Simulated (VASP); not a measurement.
CeO2:

```
Ce O
1.0
     0.00000    2.71868    2.71868
     2.71868    0.00000    2.71868
     2.71868    2.71868    0.00000
Ce O
1 2
Direct
  0.00000 0.00000 0.00000
  0.25000 0.25000 0.25000
  0.75000 0.75000 0.75000
```

Base run:

* Program: VASP 6.6.1
* Functional: PBE
* Potentials or basis: VASP PAW PBE potentials, release 64 (Ce, O)
* Cutoff: 520 eV
* k mesh: 8 × 8 × 8
* Occupations: gaussian, width 0.05 eV
* Spin: no spin polarisation

Its results: band gap on the k mesh 1.91 eV (least direct gap 2.01 eV); pressure 2.6 GPa.

**Question.** The run is repeated on the same cell with these changes: functional from PBE to r2SCAN. What comes out?

**Answer.** Band gap on the k mesh 2.16 eV (least direct gap 2.29 eV); pressure -0.2 GPa.

Caveats: spin-orbit coupling is left out, which moves the levels of the heavy elements; the PAW data sets were made with another functional, which shifts forces and pressure a little (at least some runs).

A k mesh can miss the band edges.
